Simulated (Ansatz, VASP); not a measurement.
## Two plane-wave programs on BaTiO3

INCAR

```
SYSTEM = BaTiO3
PREC     = Accurate       ! precision mode
ENCUT    = 520            ! plane-wave cutoff, eV
EDIFF    = 1E-6           ! SCF threshold, eV
ISMEAR   = 0              ! smearing method
SIGMA    = 0.05           ! smearing width, eV
LREAL    = .FALSE.        ! projectors in reciprocal space
LASPH    = .TRUE.         ! aspherical terms in the spheres
NELM     = 80             ! most SCF steps
ALGO     = Normal         ! electronic algorithm
ISIF     = 2              ! what is computed and relaxed
LWAVE    = .FALSE.        ! write WAVECAR
LCHARG   = .FALSE.        ! write CHGCAR
GGA      = PE             ! functional
NBANDS   = 28             ! bands
```

File KPOINTS:

```
Automatic mesh
0
G
  8 8 8
  0 0 0
```

File POSCAR:

```
BaTiO3
1.0
    4.0192318615      0.0000000000      0.0000000000
    0.0000000000      4.0192318615      0.0000000000
    0.0000000000      0.0000000000      4.0192813204
Ba Ti O
1 1 3
Direct
    0.0000000000      0.0000000000      0.0000000000
    0.5000000000      0.5000000000      0.5000000000
    0.5000000000      0.5000000000     -0.0497601397
    0.5000000000      0.0000000000      0.5000000000
    0.0000000000      0.5000000000      0.5000000000
```

Input for Ansatz:

```yaml
crystal:
  lattice:
    - [4.0192318615, 0.0, 0.0]
    - [0.0, 4.0192318615, 0.0]
    - [0.0, 0.0, 4.0192813204]
  atoms:
    - { symbol: Ba, position: [0.0, 0.0, 0.0] }
    - { symbol: Ti, position: [0.5, 0.5, 0.5] }
    - { symbol: O, position: [0.5, 0.5, -0.0497601397] }
    - { symbol: O, position: [0.5, 0.0, 0.5] }
    - { symbol: O, position: [0.0, 0.5, 0.5] }
basis:
  ecutwfc: 420
kpoints:
  mp_grid: { grid: [8, 8, 8] }
hamiltonian:
  xc: pbe
scf:
  occupations: { method: gaussian, width: 0.05 }
output:
  forces: true
  stress: true
  eigenvalues: true
```

Alike in both runs: task single point; functional PBE; k mesh 8 × 8 × 8; occupations gaussian, width 0.05 eV; no spin polarisation.

```csv
,VASP,Ansatz
version,VASP 6.6.1,Ansatz 0.2.0
potentials or method,"VASP PAW PBE potentials, release 64 (Ba_sv, Ti_sv, O), cutoff 520 eV","scalar-relativistic, plane waves, PAW"
valence electrons in the cell,40,40
```

Ansatz gave:

| Property | Result |
| --- | --- |
| gap on the k mesh at the Fermi level (eV) | 1.85 |
| least direct gap on the mesh (eV) | 2.12 |
| pressure (GPa) | 2.9 |
| traceless stress, the component that is largest in VASP (GPa) | 2.88 |
| rms of the force components (eV/Å) | 0.516 |

**Question.** What did VASP give for the same quantities?

**Answer.** gap on the k mesh at the Fermi level (eV): 1.79; least direct gap on the mesh (eV): 2.09; pressure (GPa): 4.6; traceless stress, the component that is largest in VASP (GPa): 3.02; rms of the force components (eV/Å): 0.526.

Atom by atom the forces differ by 0.029 eV/Å (rms over components).

Spin-orbit coupling is off throughout.
